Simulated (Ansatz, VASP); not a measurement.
**Two plane-wave programs on LaF5**

```
La F
1.0
     0.00000    3.50827    3.50827
     3.50827    0.00000    3.50827
     3.50827    3.50827    0.00000
La F
1 5
Direct
  0.00000 0.00000 0.00000
  0.12500 0.62500 0.62500
  0.62500 0.62500 0.62500
  0.62500 0.12500 0.62500
  0.62500 0.62500 0.12500
  0.25000 0.25000 0.25000
```

Change from the starting cell: species swapped into the ErCu5 type (F-43m, No. 216).

Alike in both runs: task single point; functional PBE; k mesh 4 × 4 × 4; occupations gaussian, width 0.1 eV; no spin polarisation.

|  | VASP | Ansatz |
| --- | --- | --- |
| version | VASP 6.6.1 | Ansatz 0.2.0 |
| potentials or method | VASP PAW PBE potentials, release 64 (La, F), cutoff 520 eV | scalar-relativistic, plane waves, PAW |
| valence electrons in the cell | 46 | 46 |

```csv
,VASP,Ansatz,Ansatz less VASP
gap on the k mesh at the Fermi level (eV),none,none,-
pressure (GPa),-13.5,-13.1,+0.37
```

A gap of «none» marks a metal or a gap that the smearing closes.

The k mesh is coarse, so the values compare programs but aren't converged. Spin-orbit coupling is off throughout.
